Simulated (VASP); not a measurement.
BaTiO3, 15 atoms in the cell. It takes space group Pm (No. 6, monoclinic). The conventional cell has a = 4.106 Å, b = 3.972 Å, c = 12.567 Å, α = 90.00°, β = 90.49°, γ = 90.00°. Within 3.7 Å of Ba (site symmetry m) lie 12 O at 2.81 to 3.07 Å and 6 Ti at 3.45 to 3.66 Å. Within 3.7 Å of Ba (site symmetry m) lie 12 O at 2.77 to 3.06 Å and 8 Ti at 3.45 to 3.61 Å. Ba (site symmetry m) has 12 O at 2.77 to 3.06 Å and 8 Ti at 3.45 to 3.61 Å within 3.7 Å. Ti (site symmetry m) has 5 O at 1.85 to 2.27 Å within 2.4 Å. Within 2.4 Å of Ti (site symmetry m) lie 6 O at 1.85 to 2.27 Å. Ti (site symmetry m) has 6 O at 1.85 to 2.27 Å within 2.4 Å. Within 2.7 Å of O (site symmetry m) lie 2 Ti at 2.00 Å. Within 2.7 Å of O (site symmetry m) lie 2 Ti at 2.00 Å. 

| Item | Value |
| --- | --- |
| Program | VASP 6.6.1 |
| Task | single point |
| Functional | PBE |
| Potentials or basis | VASP PAW PBE potentials, release 64 (Ba_sv, Ti_sv, O) |
| Cutoff | 520 eV |
| k mesh | 7 × 7 × 3 |
| Occupations | gaussian, width 0.05 eV |
| Spin | no spin polarisation |
| Dipole correction | no |
| Further INCAR settings | LREAL = Auto; ALGO = Normal; EDIFF = 1e-07; NBANDS = 73 |

Potentials or basis: VASP PAW PBE potentials, release 64 (Ba_sv, Ti_sv, O).

Launch:

```console
$ cat potpaw_PBE.64/Ba_sv/POTCAR potpaw_PBE.64/Ti_sv/POTCAR potpaw_PBE.64/O/POTCAR > POTCAR
$ mpirun -np 1 vasp_std > vasp.out
```

Hardware: 1 thread of AMD EPYC 9R45 96-Core Processor (Zen 5), on a shared host.

Q: How long does it take, and how much memory?

A: Run time: 12 min on 1 thread of AMD EPYC 9R45 96-Core Processor (Zen 5), with other jobs on the host, peak memory 0.51 GiB. Counts: scf iterations 20, k points 44.
